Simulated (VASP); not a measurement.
Input of a VASP 6.6.1 run:

The input INCAR:

```
PREC     = Accurate       # precision mode
ENCUT    = 520            # plane-wave cutoff, eV
EDIFF    = 1E-6           # SCF threshold, eV
ISMEAR   = -1             # smearing method
SIGMA    = 0.06122561905347299 # smearing width, eV
LREAL    = False          # projectors in reciprocal space
LASPH    = True           # aspherical terms in the spheres
NELM     = 100            # most SCF steps
ALGO     = Normal         # electronic algorithm
ISIF     = 2              # what is computed and relaxed
LWAVE    = False          # write WAVECAR
LCHARG   = False          # write CHGCAR
GGA      = PE             # functional
NBANDS   = 12             # bands
```

File KPOINTS:

```
regular mesh
0
Gamma
  22 22 22
```

The input POSCAR:

```
V
1.0
    2.4158895685      0.0000000000      0.0000000000
    0.0000000000      2.4158895685      0.0000000000
    0.0000000000      0.0000000000      2.4158895685
V
1
Direct
    0.0000000000      0.0000000000      0.0000000000
```

Potentials or basis: VASP PAW PBE potentials, release 64 (V_sv).

Command:

```sh
$ cat potpaw_PBE.64/V_sv/POTCAR > POTCAR
$ mpirun -np 1 vasp_std > vasp.out
```

Question: What does it give for the pressure?

Answer: 6.3 GPa.

Question: Predict the band gap on the k mesh.

Answer: Zero (an odd number of electrons rules out a gap without spin polarisation).

Caveat: the cell stands under pressure.
